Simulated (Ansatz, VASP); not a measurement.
Mg in VASP and in Ansatz

```
Mg
1.0
     3.20927    0.00000    0.00000
    -1.60464    2.77931    0.00000
     0.00000    0.00000    5.21033
Mg
2
Direct
  0.33333 0.66667 0.25000
  0.66667 0.33333 0.75000
```

Alike in both runs: task relaxation of cell and atoms; functional PBE; k mesh 18 × 18 × 10; occupations fermi-dirac, width 0.05 eV; no spin polarisation.

|  | VASP | Ansatz |
| --- | --- | --- |
| version | VASP 6.6.1 | Ansatz 0.2.0 |
| potentials or method | VASP PAW PBE potentials, release 64 (Mg) | PAW with Ansatz's default frozen-core files, scalar-relativistic |
| plane-wave cutoff (eV) | 600 | 420 |
| valence electrons in the cell | 4 | 20 |

|  | VASP | Ansatz | Ansatz less VASP |
| --- | --- | --- | --- |
| relaxed volume (Å³/atom) | 22.86 | 22.94 | +0.084 |
| relaxed cell length with the largest relative difference (Å) | 5.170 | 5.179 | +0.0087 |

VASP's potentials hold 4 valence electrons a cell and Ansatz's 20, so a difference there can come from the potentials and not from the codes.
